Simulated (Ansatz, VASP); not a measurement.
**AlN: VASP beside Ansatz**

```xyz
8
Lattice="-1.6378 2.8368 0.0000 0.0000 0.0000 4.1006 4.9135 2.8368 0.0000" Properties=species:S:1:pos:R:3 pbc="T T T"
Al   -0.6200    2.0152    3.0755
Al    1.6378    4.7280    3.0755
Al    1.6378    0.9456    1.0252
Al    3.2757    3.7824    1.0252
N     0.0000    1.8912    1.0252
N     1.6378    4.7280    1.0252
N     1.6378    0.9456    3.0755
N     3.2757    3.7824    3.0755
```

Alike in both runs: task single point; functional LDA; k mesh 8 × 6 × 4; occupations gaussian, width 0.05 eV; no spin polarisation.

```csv
,VASP,Ansatz
version,VASP 6.6.1,Ansatz 0.2.0
potentials or method,"VASP PAW LDA potentials, release 64 (Al, N), cutoff 520 eV","scalar-relativistic, plane waves, PAW"
valence electrons in the cell,32,32
```

VASP gave:

- gap on the k mesh at the Fermi level (eV): 1.88
- least direct gap on the mesh (eV): 1.95
- pressure (GPa): 15.5
- traceless stress, the component that is largest in VASP (GPa): 22.88
- rms of the force components (eV/Å): 5.012

Problem. Which values does Ansatz return?

Solution. gap on the k mesh at the Fermi level (eV): 1.88; least direct gap on the mesh (eV): 1.94; pressure (GPa): 14.5; traceless stress, the component that is largest in VASP (GPa): 22.21; rms of the force components (eV/Å): 4.942.

Ansatz warns that its potentials were made for another functional, while VASP's fit it. LDA's correlation is that of Perdew and Zunger in VASP and of Perdew and Wang (1992) in Ansatz. Atom by atom the forces differ by 0.075 eV/Å (rms over components).
